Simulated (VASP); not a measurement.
A run of VASP 6.6.1 is set up as follows.

File INCAR:

```
PREC = Accurate
ENCUT = 520
EDIFF = 1E-6
ISMEAR = 0
SIGMA = 0.1
LREAL = False
LASPH = True
NELM = 100
ALGO = Normal
ISIF = 2
LWAVE = False
LCHARG = True
GGA = PE
LELF = True
LVHAR = True
NBANDS = 34
```

The input KPOINTS:

```
regular mesh
0
Gamma
  4 4 4
```

File POSCAR:

```
BiAs2
1.0
    0.0000000000      4.1792064218      4.1792064218
    4.1792064218      0.0000000000      4.1792064218
    4.1792064218      4.1792064218      0.0000000000
Bi As
2 4
Direct
    0.0000000000      0.0000000000      0.0000000000
    0.2500000000      0.2500000000      0.2500000000
    0.6250000000      0.6250000000      0.6250000000
    0.1250000000      0.6250000000      0.6250000000
    0.6250000000      0.6250000000      0.1250000000
    0.6250000000      0.1250000000      0.6250000000
```

Potentials or basis: VASP PAW PBE potentials, release 64 (Bi_d, As).

Run with:

```console
$ cat potpaw_PBE.64/Bi_d/POTCAR potpaw_PBE.64/As/POTCAR > POTCAR
$ mpirun -np 1 vasp_std > vasp.out
```

**Question.** Estimate the band gap on the k mesh.

**Answer.** Zero (band 25 reaches 7.10 eV, above the bottom of band 26 at 5.60 eV).

**Question.** Predict the pressure.

**Answer.** -2.6 GPa.

Caveat: spin-orbit coupling is left out, which moves the levels of the heavy elements.
